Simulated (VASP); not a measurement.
# Ta: single point with PBE

The system is Ta, a slab with vacuum.

```
Ta
1.0
     6.63758    0.00000    0.00000
     0.00000    6.63758    0.00000
     0.00000    0.00000   25.32488
Ta
16
Cartesian
  1.6594 4.9782 8.0000
  1.6594 1.6594 8.0000
  4.9782 4.9782 8.0000
  4.9782 1.6594 8.0000
  3.3188 3.3188 9.6594
  3.3188 0.0000 9.6594
  0.0000 3.3188 9.6594
  0.0000 0.0000 9.6594
  4.9786 1.6598 11.2878
  5.0307 4.9784 11.2897
  1.6517 1.6595 11.3144
  1.6153 4.9785 11.3015
  -0.0112 0.1440 12.9981
  -0.0116 3.1766 12.9976
  3.3513 -0.0789 12.7245
  3.3506 3.3984 12.7245
```

```yaml
Program: VASP 6.6.1
Task: single point
Functional: PBE
Potentials_or_basis: VASP PAW PBE potentials, release 64 (Ta_pv)
Cutoff: 520 eV
k_mesh: 3 × 3 × 1
Occupations: gaussian, width 0.1 eV
Spin: no spin polarisation
```

* Largest force: 1.035 eV/Å
* Band gap on the k mesh: zero (bands 88 and 89 overlap by 0.13 eV)

Forces in eV/Å, atoms in the order of the input:
```
Ta  -0.082  0.000  0.881
Ta  -0.154  0.000  0.937
Ta   0.101  0.000  0.818
Ta   0.158  0.000  0.930
Ta  -0.071  0.145 -0.791
Ta  -0.070 -0.143 -0.791
Ta   0.055 -0.165 -1.019
Ta   0.055  0.168 -1.020
Ta   0.363 -0.002  0.325
Ta   0.112 -0.001  0.330
Ta  -0.243  0.000  0.260
Ta  -0.084 -0.001  0.371
Ta   0.007 -0.056 -1.019
Ta   0.009  0.055 -1.017
Ta  -0.078  0.045  0.402
Ta  -0.076 -0.046  0.402
```

Levels at points of the mesh, in eV from the Fermi level:
```csv
k point,band 84,band 85,band 86,band 87,band 88,band 89,band 90,band 91,band 92,band 93
"(0.00, 0.00, 0.00)",-0.08,-0.07,-0.05,0.04,0.12,0.18,0.22,0.23,0.39,0.39
```

Wall time 19 min on 1 thread of AMD EPYC 9R45 (Zen 5) (shared host), peak memory 1 GiB.

Caveat: spin-orbit coupling is left out, which moves the levels of the heavy elements.
